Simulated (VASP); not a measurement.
ScB15N16 (a cell with a defect), 32 atoms in the cell. The cell holds a defect, 32 atoms: a = 6.277 Å, b = 6.277 Å, c = 6.277 Å, α = 109.47°, β = 109.47°, γ = 109.47°. 

```yaml
Program: VASP 6.6.1
Task: single point
Functional: HSE06
Potentials_or_basis: VASP PAW PBE potentials, release 64 (B, Sc_sv, N)
Cutoff: 520 eV
k_mesh: 1 × 1 × 1, shifted
Occupations: fermi-dirac, width 0.01 eV
Spin: no spin polarisation
Dipole_correction: no
Grid_for_exact_exchange_PRECFOCK: Fast
Further_INCAR_settings: LREAL = Auto; ALGO = Normal; EDIFF = 1e-06; NBANDS = 90
Share_of_exact_exchange: 0.25
Screening_parameter: 0.2079 1/Å
```

Potentials or basis: VASP PAW PBE potentials, release 64 (B, Sc_sv, N).

Run with:

```sh
$ cat potpaw_PBE.64/B/POTCAR potpaw_PBE.64/Sc_sv/POTCAR potpaw_PBE.64/N/POTCAR > POTCAR
$ cp INCAR.step1 INCAR
$ mpirun -np 1 vasp_std > vasp.out
$ cp INCAR.step2 INCAR
$ mpirun -np 1 vasp_std > vasp.out
```

Hardware: 1 thread of Intel Xeon 8259CL, on a shared host.

Problem. Estimate the wall time of this run.

Solution. Run time: 9 min on 1 thread of Intel Xeon 8259CL, on a shared host, peak memory 0.47 GiB. Counts: k points 1.
